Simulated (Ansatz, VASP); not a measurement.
C in VASP and in Ansatz

```
C
1.0
     0.00000    2.15890    3.44844
     1.24642    0.00000    3.44844
     1.24642    2.15890    0.00000
C
2
Direct
  0.16667 0.83333 0.16667
  0.83333 0.16667 0.83333
```

Change from the starting cell: strain +0.015 along x and y, +0.030 along z, atoms carried along.

Alike in both runs: task single point; functional LDA; k mesh 14 × 14 × 14; occupations gaussian, width 0.05 eV; no spin polarisation.

|  | VASP | Ansatz |
| --- | --- | --- |
| version | VASP 6.6.1 | Ansatz 0.2.0 |
| potentials or method | VASP PAW LDA potentials, release 64 (C), cutoff 520 eV | scalar-relativistic, plane waves, PAW |
| valence electrons in the cell | 8 | 8 |

|  | VASP | Ansatz | Ansatz less VASP |
| --- | --- | --- | --- |
| gap on the k mesh at the Fermi level (eV) | 0.40 | 0.40 | 0.000 |
| least direct gap on the mesh (eV) | 0.49 | 0.49 | +0.001 |
| pressure (GPa) | -14.4 | -15.2 | -0.74 |
| traceless stress, the component that is largest in VASP (GPa) | 13.87 | 14.72 | +0.856 |
| rms of the force components (eV/Å) | 0.017 | 0.017 | -0.0001 |

LDA's correlation is that of Perdew and Zunger in VASP and of Perdew and Wang (1992) in Ansatz. Atom by atom the forces differ by 0.000 eV/Å (rms over components).
